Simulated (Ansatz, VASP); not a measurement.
One calculation of Ga3SbAs2, two programs

```xyz
6
Lattice="-1.9887 1.9887 8.4375 1.9887 -1.9887 8.4375 1.9887 1.9887 -8.4375" Properties=species:S:1:pos:R:3 pbc="T T T"
Ga    0.0000    0.0000   14.0625
Ga    0.0000    0.0000    8.4375
Ga    0.0000    0.0000    2.8125
Sb    0.0000    1.9887    4.2187
As    1.9887    0.0000    7.0312
As    1.9887    0.0000    1.4062
```

Alike in both runs: task single point; functional PBE; k mesh 6 × 6 × 6; occupations gaussian, width 0.1 eV; no spin polarisation.

|  | VASP | Ansatz |
| --- | --- | --- |
| version | VASP 6.6.1 | Ansatz 0.2.0 |
| potentials or method | VASP PAW PBE potentials, release 64 (Ga_d, Sb, As), cutoff 520 eV | scalar-relativistic, plane waves, PAW |
| valence electrons in the cell | 54 | 84 |

```tsv
	VASP	Ansatz	Ansatz less VASP
gap on the k mesh at the Fermi level (eV)	0.85	0.85	0.000
least direct gap on the mesh (eV)	0.85	0.85	0.000
pressure (GPa)	12.2	12.0	-0.22
traceless stress, the component that is largest in VASP (GPa)	-0.37	-0.37	+0.004
rms of the force components (eV/Å)	0.601	0.600	-0.0010
```

Atom by atom the forces differ by 0.001 eV/Å (rms over components). VASP's potentials hold 54 valence electrons a cell and Ansatz's 84, so a difference there can come from the potentials and not from the codes.

Spin-orbit coupling is off throughout.
